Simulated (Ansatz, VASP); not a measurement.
## CdO: VASP beside Ansatz

```
Cd O
1.0
     0.00000    2.36756    2.36756
     2.36756    0.00000    2.36756
     2.36756    2.36756    0.00000
Cd O
1 1
Direct
  0.00000 0.00000 0.00000
  0.50000 0.50000 0.50000
```

Change from the starting cell: volume scaled by 1.025, PAW files.

Alike in both runs: task electric field gradients; functional PBE; k mesh 11 × 11 × 11; occupations fermi-dirac, width 0.02 eV; no spin polarisation.

|  | VASP | Ansatz |
| --- | --- | --- |
| version | VASP 6.6.1 | Ansatz 0.2.0 |
| potentials or method | VASP PAW PBE potentials, release 64 (Cd, O) | PAW with Ansatz's default frozen-core files, scalar-relativistic |
| plane-wave cutoff (eV) | 520 | 420 |
| valence electrons in the cell | 18 | 26 |

|  | VASP | Ansatz | Ansatz less VASP |
| --- | --- | --- | --- |
| pressure (GPa) | 4.1 | 2.7 | -1.34 |

The functional is the same, so the differences come from potentials, cutoffs and numerics. VASP's potentials hold 18 valence electrons a cell and Ansatz's 26, so a difference there can come from the potentials and not from the codes.
